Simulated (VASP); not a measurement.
## AgOs2: relaxation of cell and atoms with PBE

The system is AgOs2.

```
Ag Os
1.0
     4.09203    0.00000    0.00000
     0.00000    4.09203    0.00000
     0.00000    0.00000    5.89095
Ag Os
2 4
Direct
  0.00000 0.00000 0.00000
  0.50000 0.50000 0.50000
  0.00000 0.50000 0.20300
  0.00000 0.50000 0.70300
  0.50000 0.00000 0.29700
  0.50000 0.00000 0.79700
```

```yaml
Program: VASP 6.6.1
Task: relaxation of cell and atoms
Functional: PBE
Potentials_or_basis: VASP PAW PBE potentials, release 64 (Ag, Os)
Cutoff: 600 eV
k_mesh: 4 × 4 × 4
Occupations: gaussian, width 0.1 eV
Spin: no spin polarisation
Dipole_correction: no
Further_INCAR_settings: ALGO = Fast; EDIFF = 1e-06; IBRION = 2; EDIFFG = -0.04; NSW = 90; ISIF = 3
```

The relaxed volume is 18.34 Å³/atom and the relaxed cell is a = 4.750 Å, b = 4.750 Å, c = 4.876 Å, α = 90.00°, β = 90.00°, γ = 90.00°. The space group after relaxing (to 0.1 Å) is I4/mmm (No. 139). The energy gained by relaxing is 601.4 meV/atom, the ionic steps are 20 and the pressure after relaxing is 0.0 GPa. The largest force after relaxing is 0.007 eV/Å.

Forces on the atoms (eV/Å):
```
Ag   0.000  0.000  0.000
Ag   0.000  0.000  0.000
Os   0.000  0.000 -0.007
Os   0.000  0.000 -0.007
Os   0.000  0.000  0.007
Os   0.000  0.000  0.007
```

Stress tensor (GPa, compression positive):
```
 0.13  0.00  0.00
 0.00  0.13  0.00
 0.00  0.00 -0.16
```

Step by step:
```csv
step,energy change (eV),largest force (eV/Å),pressure (GPa),volume (Å³)
1,0.0000,3.6752,22.78,98.64
2,0.8827,0.6078,-25.83,135.78
3,-1.3713,1.9744,-8.89,112.57
4,-1.3784,2.0617,-7.44,111.60
5,-2.3407,0.8879,-1.52,106.67
6,-2.5308,0.0883,5.93,102.93
7,-2.5361,0.0648,4.64,103.48
8,-2.6456,0.4140,-5.02,109.03
9,-2.6504,0.3404,-3.48,107.98
10,-2.8361,0.4603,-3.43,108.51
11,-3.4197,0.7646,0.79,109.16
12,-3.4114,0.8016,2.23,109.13
13,-3.4218,0.7756,1.20,109.15
14,-3.4791,0.6194,0.26,110.80
15,-3.4795,0.6049,0.22,110.95
16,-3.5329,0.4589,-1.39,111.56
17,-3.5650,0.2302,-3.64,112.48
18,-3.5915,0.1487,-2.30,111.54
19,-3.6082,0.0197,-0.17,110.16
20,-3.6084,0.0066,0.03,110.02
```

Final structure:
```
Ag Os
1.0
     4.75002    0.00000    0.00000
     0.00000    4.75002    0.00000
     0.00000    0.00000    4.87628
Ag Os
2 4
Cartesian
  4.7500 0.0000 4.8763
  2.3750 2.3750 2.4381
  0.0000 2.3750 1.2200
  0.0000 2.3750 3.6582
  2.3750 4.7500 1.2181
  2.3750 4.7500 3.6562
```

Levels at points of the mesh, in eV from the Fermi level:
| k point | band 24 | band 25 | band 26 | band 27 | band 28 | band 29 |
| --- | --- | --- | --- | --- | --- | --- |
| (0.00, 0.00, 0.00) | 0.06 | 0.07 | 0.07 | 0.19 | 1.19 | 1.47 |
| (0.50, 0.00, 0.00) | -1.56 | -0.64 | -0.64 | 0.87 | 0.87 | 1.37 |
| (0.50, 0.50, 0.00) | -0.62 | 0.36 | 0.37 | 0.58 | 0.58 | 1.08 |
| (0.00, 0.00, 0.50) | -1.70 | -1.66 | -1.66 | -1.66 | -1.66 | -0.05 |
| (0.50, 0.00, 0.50) | -1.73 | -1.41 | -1.41 | -1.31 | -1.31 | -0.62 |
| (0.50, 0.50, 0.50) | -1.40 | -0.53 | -0.53 | -0.53 | -0.53 | -0.03 |

Run time: 27 min on 1 thread of AMD EPYC 7R13 Processor (Zen 3), on a shared host, peak memory 0.26 GiB.

Caveat: the k points lie up to 0.33 Å⁻¹ apart in the final cell; the highest band is partly filled, so the run has too few bands; a cell axis changed by over 15 % at a fixed basis, so the end point is rough; spin-orbit coupling is left out, which moves the levels of the heavy elements.
